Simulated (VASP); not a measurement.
# LiGeN (P6_3mc) in VASP: further runs, part 2 of 2

VASP 6.6.1. The steps go on from the part before.

### 3 Single point, PBE (12.00 Å³/atom)

This run uses another cell than the first one, of 12.00 Å³/atom.

INCAR reads:

```
  PREC = Accurate
  ENCUT = 520
  EDIFF = 1E-7
  ISMEAR = 0
  SIGMA = 0.01
  LREAL = False
  LASPH = True
  NELM = 100
  ALGO = Normal
  ISIF = 2
  LWAVE = False
  LCHARG = False
  GGA = PE
  NBANDS = 31
```

KPOINTS reads:

```
regular mesh
0
Gamma
  9 9 2
```

POSCAR reads:

```
LiGeN
1.0
    2.9849101094      0.0000000000      0.0000000000
   -1.4924550547      2.5850079828      0.0000000000
    0.0000000000      0.0000000000      9.3346690906
Li Ge N
2 2 2
Direct
    0.6666666667      0.3333333333      0.7416379770
    0.3333333333      0.6666666667      0.2416379770
    0.0000000000      0.0000000000      0.4985953034
    0.0000000000      0.0000000000      0.9985953034
    0.3333333333      0.6666666667      0.6044047196
    0.6666666667      0.3333333333      0.1044047196
```

Potentials or basis: VASP PAW PBE potentials, release 64 (Li_sv, Ge_d, N).

Launch:

```sh
cat potpaw_PBE.64/Li_sv/POTCAR potpaw_PBE.64/Ge_d/POTCAR potpaw_PBE.64/N/POTCAR > POTCAR
mpirun -np 1 vasp_std > vasp.out
```

OUTCAR:

```text
PREC = Accurate
   ENCUT = 520
   EDIFF = 1E-7
   ISMEAR = 0
   LREAL = False
   LASPH = True
   NELM = 100
   ISIF = 2
   GGA = PE

 ion  position               nearest neighbor table
   1  0.667  0.333  0.742-   5 2.15   5 2.15   5 2.15
   2  0.333  0.667  0.242-   6 2.15   6 2.15   6 2.15
   3  0.000  0.000  0.499-   5 1.99   5 1.99   5 1.99
   4  0.000  0.000  0.999-   6 1.99   6 1.99   6 1.99
   5  0.333  0.667  0.604-   3 1.99   3 1.99   3 1.99   1 2.15   1 2.15   1 2.15
   6  0.667  0.333  0.104-   4 1.99   4 1.99   4 1.99   2 2.15   2 2.15   2 2.15

  LATTYP: Found a hexagonal cell.
 ALAT       =     2.9849101094
 C/A-ratio  =     3.1272865006

  Lattice vectors:

 A1 = (   2.9849101094,   0.0000000000,   0.0000000000)
 A2 = (  -1.4924550547,   2.5850079828,   0.0000000000)
 A3 = (   0.0000000000,   0.0000000000,   9.3346690906)

Analysis of symmetry for initial positions (statically):
=====================================================================
 Subroutine PRICEL returns:
 Original cell was already a primitive cell.

 Routine SETGRP: Setting up the symmetry group for a
 hexagonal supercell.

 Subroutine GETGRP returns: Found 12 space group operations
 (whereof  6 operations were pure point group operations)
 out of a pool of 24 trial point group operations.

The static configuration has the point symmetry C_3v.
 The point group associated with its full space group is C_6v.

Analysis of symmetry for dynamics (positions and initial velocities):
=====================================================================
 Subroutine PRICEL returns:
 Original cell was already a primitive cell.

 Routine SETGRP: Setting up the symmetry group for a
 hexagonal supercell.

 Subroutine GETGRP returns: Found 12 space group operations
 (whereof  6 operations were pure point group operations)
 out of a pool of 24 trial point group operations.

The dynamic configuration has the point symmetry C_3v.
 The point group associated with its full space group is C_6v.

 Subroutine INISYM returns: Found 12 space group operations
 (whereof  6 operations are pure point group operations),
 and found     1 'primitive' translations

----------------------------------------------------------------------------------------

                                     Primitive cell

  volume of cell :      72.0265

  direct lattice vectors                    reciprocal lattice vectors
     2.984910109  0.000000000  0.000000000     0.335018464  0.193423000  0.000000000
    -1.492455055  2.585007983  0.000000000     0.000000000  0.386846001  0.000000000
     0.000000000  0.000000000  9.334669091     0.000000000  0.000000000  0.107127525

  length of vectors
     2.984910109  2.984910109  9.334669091     0.386846001  0.386846001  0.107127525

  position of ions in fractional coordinates (direct lattice)
     0.666666667  0.333333333  0.741637977
     0.333333333  0.666666667  0.241637977
     0.000000000  0.000000000  0.498595303
     0.000000000  0.000000000  0.998595303
     0.333333333  0.666666667  0.604404720
     0.666666667  0.333333333  0.104404720

  ion indices of the primitive-cell ions
   primitive index   ion index
                 1           1
                 2           2
                 3           3
                 4           4
                 5           5
                 6           6

[... 31 lines left out ...]
  0.333333  0.000000  0.000000      6.000000
  0.444444  0.000000  0.000000      6.000000
  0.111111  0.111111  0.000000      6.000000
[... 16 lines left out ...]
  0.333333  0.222222  0.500000     12.000000
  0.333333  0.333333  0.500000      2.000000
   k-points           NKPTS =     24   k-points in BZ     NKDIM =     24   number of bands    NBANDS=     31
   number of dos      NEDOS =    301   number of ions     NIONS =      6
   total plane-waves  NPLWV =  40320
   dimension x,y,z NGX =    24 NGY =   24 NGZ =   70
   dimension x,y,z NGXF=    48 NGYF=   48 NGZF=  140
   ions per type =               2   2   2
   NGX,Y,Z   is equivalent  to a cutoff of  13.37, 13.37, 12.47 a.u.
   NGXF,Y,Z  is equivalent  to a cutoff of  26.73, 26.73, 24.93 a.u.
 SYSTEM =  unknown system
   PREC   = accura    normal or accurate (medium, high low for compatibility)
   ISTART =      0    job   : 0-new  1-cont  2-samecut
   ICHARG =      2    charge: 1-file 2-atom 10-const
   ISPIN  =      1    spin polarized calculation?
   LNONCOLLINEAR =      F non collinear calculations
   LSORBIT =      F    spin-orbit coupling
   LASPH  =      T    aspherical Exc in radial PAW
   ENCUT  =  520.0 eV  38.22 Ry    6.18 a.u.   5.55  5.55 17.36*2*pi/ulx,y,z
   NELM   =    100;   NELMIN=  2; NELMDL= -5     # of ELM steps
   EDIFF  = 0.1E-06   stopping-criterion for ELM
   LREAL  =      F    real-space projection
   EDIFFG = 0.1E-05   stopping-criterion for IOM
   NSW    =      0    number of steps for IOM
   IBRION =     -1    ionic relax: 0-MD 1-quasi-New 2-CG
   NFREE  =      0    steps in history (QN), initial steepest desc. (CG)
   ISIF   =      2    stress and relaxation
   ISYM   =      2    0-nonsym 1-usesym 2-fastsym
   POTIM  = 0.5000    time-step for ionic-motion
   TEBEG  =    0.0;   TEEND  =   0.0 temperature during run
   PSTRESS=    0.0 pullay stress
   NELECT =      44.0000    total number of electrons
   NUPDOWN=      -1.0000    fix difference up-down
   EMIN   =  10.00;   EMAX   =-10.00  energy-range for DOS
   EFERMI =   0.00;   METHOD = LEGACY
   ISMEAR =     0;   SIGMA  =   0.01  broadening in eV -4-tet -1-fermi 0-gaus
   EFERMI_NEDOS =   21; number of points for ismear=-14 and -15
   IALGO  =     38    algorithm
   IMIX   =      4    mixing-type and parameters
     AMIX     =   0.40;   BMIX     =  1.00
     AMIX_MAG =   1.60;   BMIX_MAG =  1.00
  volume/ion in A,a.u.               =      12.00        81.01
  Fermi-wavevector in a.u.,A,eV,Ry     =   1.389084  2.624987 26.253164  1.929553
  Thomas-Fermi vector in A             =   2.513148
   LORBIT       =      0    0 simple, 1 ext, 2 COOP (PROOUT), +10 PAW based schemes
   GGA     = PE    functional components
   LHFCALC =     F    Hartree Fock is set to
   AEXX    =    0.0000 exact exchange contribution
   IVDW    =     0    specifies the selected vdW correction
   LEPSILON=     F    determine dielectric tensor
   LRPA    =     F    only Hartree local field effects (RPA)
 non-spin polarized calculation
 Gauss-broadening in eV      SIGMA  =   0.01
  energy-cutoff  :      520.00
  volume of cell :       72.03
 maximum number of plane-waves:      1979
 NGX is ok and might be reduce to    24
   NGX = 11   NGY = 11   NGZ = 35

 number of electron      44.0000010 magnetization

 Free energy of the ion-electron system (eV)
  ---------------------------------------------------
  ext. energy  EPLUGINS =         0.00000000
  ---------------------------------------------------
  free energy    TOTEN  =       -31.34493444 eV

  energy without entropy =      -31.34493444  energy(sigma->0) =      -31.34493444

 E-fermi :   4.9576     XC(G=0): -10.5301

 val. band max:        4.8325081791   @ k =   0.2222   0.0000   0.0000
 cond. band min:       6.5227293757   @ k =   0.4444   0.0000   0.0000
 fundamental gap:      1.6902211966
 Fermi energy:         4.9575842890

 k-point     1 :       0.0000    0.0000    0.0000
  band No.  band energies     occupation
      1     -40.3023      2.00000
      2     -40.3021      2.00000
      3     -19.1661      2.00000
      4     -19.1661      2.00000
      5     -19.1661      2.00000
      6     -19.1661      2.00000
[... 805 lines left out ...]
     30      13.6626      0.00000
     31      14.4936      0.00000

------------------------ aborting loop because EDIFF is reached ----------------------------------------

  FORCE on cell =-STRESS in cart. coord.  units (eV):
  Direction    XX          YY          ZZ          XY          YZ          ZX
  --------------------------------------------------------------------------------------
  -------------------------------------------------------------------------------------
  Total        1.5157124      1.5157124      1.1090875      0.0000000      0.0000000      0.0000000
  in kB       33.7159437     33.7159437     24.6708616      0.0000000      0.0000000      0.0000000
  external PRESSURE =      30.7009163 kB  Pullay stress =       0.0000000 kB

 VOLUME and BASIS-vectors are now :
 -----------------------------------------------------------------------------
  energy-cutoff  :      520.00
  volume of cell :       72.03
      direct lattice vectors                 reciprocal lattice vectors
     2.984910109  0.000000000  0.000000000     0.335018464  0.193423000  0.000000000
    -1.492455055  2.585007983  0.000000000     0.000000000  0.386846001  0.000000000
     0.000000000  0.000000000  9.334669091     0.000000000  0.000000000  0.107127525

 POSITION                                       TOTAL-FORCE (eV/Angst)
 -----------------------------------------------------------------------------------
      1.49246      0.86167      6.92295         0.000000      0.000000      0.091854
     -0.00000      1.72334      2.25561        -0.000000      0.000000      0.091854
      0.00000      0.00000      4.65422        -0.000000      0.000000     -0.289679
      0.00000      0.00000      9.32156         0.000000      0.000000     -0.289679
     -0.00000      1.72334      5.64192        -0.000000      0.000000      0.197825
      1.49246      0.86167      0.97458         0.000000     -0.000000      0.197825
 -----------------------------------------------------------------------------------
    total drift:                               -0.000001     -0.000001     -0.004346

  FREE ENERGIE OF THE ION-ELECTRON SYSTEM (eV)
  ---------------------------------------------------
  free  energy   TOTEN  =       -31.3449344435 eV

  energy  without entropy=      -31.3449344435  energy(sigma->0) =      -31.34493444
```

stdout:

```text
POSCAR found type information on POSCAR LiGeN
 POSCAR found :  3 types and       6 ions
 scaLAPACK will be used
 LDA part: xc-table for (Slater+PW92), standard interpolation
 POSCAR, INCAR and KPOINTS ok, starting setup
 FFT: planning ... GRIDC
 FFT: planning ... GRID_SOFT
 FFT: planning ... GRID
 WAVECAR not read
 entering main loop
```

It took 33 s on 1 thread of Intel Xeon 6975P-C (Granite Rapids), shared host; peak memory 0.21 GiB.

Results:

```yaml
Free_energy: -31.3449 eV
Largest_force: 0.290 eV/Å
Band_gap_on_the_k_mesh: 1.69 eV (least direct gap 2.46 eV)
```

Forces in eV/Å, atoms in the order of the input:
```
Li   0.000  0.000  0.092
Li   0.000  0.000  0.092
Ge   0.000  0.000 -0.290
Ge   0.000  0.000 -0.290
N    0.000  0.000  0.198
N    0.000  0.000  0.198
```

Caveat: the cutoff is under 1.25 times the usual one of these potentials, so pressure, stress and relaxed cells hold a basis-set (Pulay) error. A k mesh can miss the band edges.

### 4 Single point, PBE

This run uses another cell than the first one, of 12.38 Å³/atom.

INCAR reads:

```
SYSTEM = LiGeN
PREC = Accurate
ENCUT = 520
EDIFF = 1E-6
ISMEAR = 0
SIGMA = 0.01
LREAL = .FALSE.
LASPH = .TRUE.
NELM = 80
ALGO = Normal
ISIF = 2
LWAVE = .FALSE.
LCHARG = .FALSE.
GGA = PE
NBANDS = 31
```

KPOINTS reads:

```
Automatic mesh
0
G
  9 9 2
  0 0 0
```

POSCAR, as its differences from that of step 3:

```diff
@@ -2,5 +2,5 @@
 1.0
-    2.9849101094      0.0000000000      0.0000000000
-   -1.4924550547      2.5850079828      0.0000000000
-    0.0000000000      0.0000000000      9.3346690906
+    3.0153704796      0.0000000000      0.0000000000
+   -1.5076852398      2.6113874372      0.0000000000
+    0.0000000000      0.0000000000      9.4299273952
 Li Ge N
```

Launch:

```sh
cat potpaw_PBE.64/Li_sv/POTCAR potpaw_PBE.64/Ge_d/POTCAR potpaw_PBE.64/N/POTCAR > POTCAR
mpirun -np 1 vasp_std > vasp.out
```

Wall time 27 s (1 thread of Intel Xeon 6975P-C (Granite Rapids), shared host); peak memory 0.21 GiB.

Results (log left out):

| Property | Result |
| --- | --- |
| Free energy | -31.3672 eV |
| Largest force | 0.021 eV/Å |
| Band gap on the k mesh | 1.63 eV (least direct gap 2.41 eV) |

Forces in eV/Å, atoms in the order of the input:
```
Li   0.000  0.000  0.005
Li   0.000  0.000  0.005
Ge   0.000  0.000 -0.021
Ge   0.000  0.000 -0.021
N    0.000  0.000  0.015
N    0.000  0.000  0.015
```

Levels at points of the mesh, in eV from the valence-band top:
| k point | band 19 | band 20 | band 21 | band 22 | band 23 | band 24 | band 25 | band 26 |
| --- | --- | --- | --- | --- | --- | --- | --- | --- |
| (0.00, 0.00, 0.00) | -1.10 | -1.10 | -1.10 | -0.26 | 2.54 | 3.50 | 7.13 | 7.58 |
| (0.00, 0.00, 0.50) | -1.10 | -1.10 | -1.10 | -1.10 | 3.17 | 3.17 | 7.35 | 7.35 |

Caveat: the cutoff is under 1.25 times the usual one of these potentials, so pressure, stress and relaxed cells hold a basis-set (Pulay) error.

### 5 Summary

| cell | gap on the mesh (eV) | largest force (eV/Å) |
| --- | --- | --- |
| a = 2.954, b = 2.954, c = 9.237 Å, angles 90.0, 90.0, 120.0°, 6 atoms | 1.76 | 0.59 |
| a = 2.985, b = 2.985, c = 9.335 Å, angles 90.0, 90.0, 120.0°, 6 atoms | 1.69 | 0.29 |
| a = 3.015, b = 3.015, c = 9.430 Å, angles 90.0, 90.0, 120.0°, 6 atoms | 1.63 | 0.02 |

Alike in all rows: task single point; level PBE; potentials or basis VASP PAW PBE potentials, release 64 (Li_sv, Ge_d, N); no spin polarisation; k mesh 9 × 9 × 2; cutoff (eV) 520; smearing gaussian 0.01 eV.

Caveats: the cutoff is under 1.25 times the usual one of these potentials, so pressure, stress and relaxed cells hold a basis-set (Pulay) error.

Absolute energies hang on the potentials; compare differences alone.
